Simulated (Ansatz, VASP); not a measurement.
One calculation of BaF2, two programs

Contents of INCAR:

```
SYSTEM = BaF2
  PREC = Accurate
  ENCUT = 1350
  EDIFF = 1E-6
  ISMEAR = -1
  SIGMA = 0.05
  LREAL = .FALSE.
  LASPH = .TRUE.
  NELM = 120
  ALGO = Normal
  ISIF = 2
  LWAVE = .FALSE.
  LCHARG = .FALSE.
  GGA = PE
  NBANDS = 19
  GGA_COMPAT = .FALSE.
```

Contents of KPOINTS:

```
Automatic mesh
0
G
  6 6 6
  0 0 0
```

Contents of POSCAR:

```
BaF2
1.0
    0.0000000000      3.0439281266      3.0439281266
    3.0439281266      0.0000000000      3.0439281266
    3.0439281266      3.0439281266      0.0000000000
Ba F
1 2
Direct
    0.0000000000      0.0000000000      0.0000000000
    0.2500000000      0.2500000000      0.2500000000
    0.7500000000      0.7500000000      0.7500000000
```

Input for Ansatz:

```yaml
crystal:
  lattice:
    - [0.0, 3.0439281266171503, 3.0439281266171503]
    - [3.0439281266171503, 0.0, 3.0439281266171503]
    - [3.0439281266171503, 3.0439281266171503, 0.0]
  atoms:
    - { symbol: Ba, position: [0.0, 0.0, 0.0] }
    - { symbol: F, position: [0.25, 0.25, 0.25] }
    - { symbol: F, position: [0.75, 0.75, 0.75] }
basis:
  ecutwfc: 500.0
kpoints:
  mp_grid:
    grid: [6, 6, 6]
hamiltonian:
  xc: pbe
  pseudopotentials:
    kind: paw
scf:
  occupations:
    method: fermi_dirac
    width: 0.05
output:
  stress: true
```

Alike in both runs: task single point; functional PBE; k mesh 6 × 6 × 6; occupations fermi-dirac, width 0.05 eV; no spin polarisation.

|  | VASP | Ansatz |
| --- | --- | --- |
| version | VASP 6.6.1 | Ansatz 0.2.0 |
| potentials or method | VASP PAW PBE potentials, release 64 (Ba_sv, F_h), cutoff 1350 eV | plane waves, PAW |
| valence electrons in the cell | 24 | 24 |

```tsv
	VASP	Ansatz	Ansatz less VASP
pressure (GPa)	6.2	5.0	-1.24
```

The functional is the same, so the differences come from potentials, cutoffs and numerics.

Neither program's run includes spin-orbit coupling.
